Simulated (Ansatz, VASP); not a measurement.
PbSe: VASP beside Ansatz

POSCAR

```
PbSe
1.0
    0.0000000000      3.4232041310      3.4232041310
    3.4232041310      0.0000000000      3.4232041310
    3.4232041310      3.4232041310      0.0000000000
Pb Se
1 1
Direct
    0.0000000000      0.0000000000      0.0000000000
    0.2500000000      0.2500000000      0.2500000000
```

Contents of INCAR.step1:

```
PREC = Accurate ; ENCUT = 520
EDIFF = 1E-5 ; ISMEAR = 0
SIGMA = 0.01 ; LREAL = False
LASPH = True ; NELM = 80
ALGO = Normal ; ISIF = 2
LWAVE = True ; LCHARG = False
NBANDS = 17 ; GGA = PE
```

The input INCAR.step2:

```
PREC = Accurate ; ENCUT = 520
EDIFF = 1E-6 ; ISMEAR = 0
SIGMA = 0.01 ; LREAL = False
LASPH = True ; NELM = 80
ALGO = Normal ; ISIF = 2
LWAVE = False ; LCHARG = False
GGA = PE ; LHFCALC = True
AEXX = 0.4 ; HFSCREEN = 0.5
PRECFOCK = Normal ; NBANDS = 17
ISTART = 1
```

Contents of KPOINTS:

```
regular mesh
0
Gamma
  4 4 4
```

Input for Ansatz:

```yaml
crystal:
  lattice:
    - [0.0, 3.423204131, 3.423204131]
    - [3.423204131, 0.0, 3.423204131]
    - [3.423204131, 3.423204131, 0.0]
  atoms:
    - { symbol: Pb, position: [0.0, 0.0, 0.0] }
    - { symbol: Se, position: [0.25, 0.25, 0.25] }
kpoints:
  mp_grid: { grid: [4, 4, 4] }
hamiltonian:
  xc: { exchange: pbe, correlation: pbe, exx: { coeff: 0.4, omega: 0.5 } }
scf:
  occupations: { method: fixed }
  n_extra_bands: 4
output:
  forces: true
  stress: true
  eigenvalues: true
```

Alike in both runs: task single point; functional PBE-based screened hybrid with a share of 0.4 of exact exchange and HFSCREEN = 0.5; k mesh 4 × 4 × 4; no spin polarisation.

|  | VASP | Ansatz |
| --- | --- | --- |
| version | VASP 6.6.1 | Ansatz 0.2.0 |
| potentials or method | VASP PAW PBE potentials, release 64 (Pb_d, Se) | plane waves |
| plane-wave cutoff (eV) | 520 | 420 |
| occupations | gaussian, width 0.01 eV | fixed |
| valence electrons in the cell | 20 | 30 |

Ansatz gave:

| Item | Value |
| --- | --- |
| gap on the k mesh at the Fermi level (eV) | 0.88 |
| pressure (GPa) | 0.1 |

Task: Estimate VASP's values.

Result: gap on the k mesh at the Fermi level (eV): 0.89; pressure (GPa): 0.0.

VASP's potentials were made for PBE, not for PBE-based screened hybrid. VASP's potentials hold 20 valence electrons a cell and Ansatz's 30, so a difference there can come from the potentials and not from the codes. Ansatz's warnings: stress exchange threshold loose, stress scf threshold loose.

Spin-orbit coupling is off throughout.
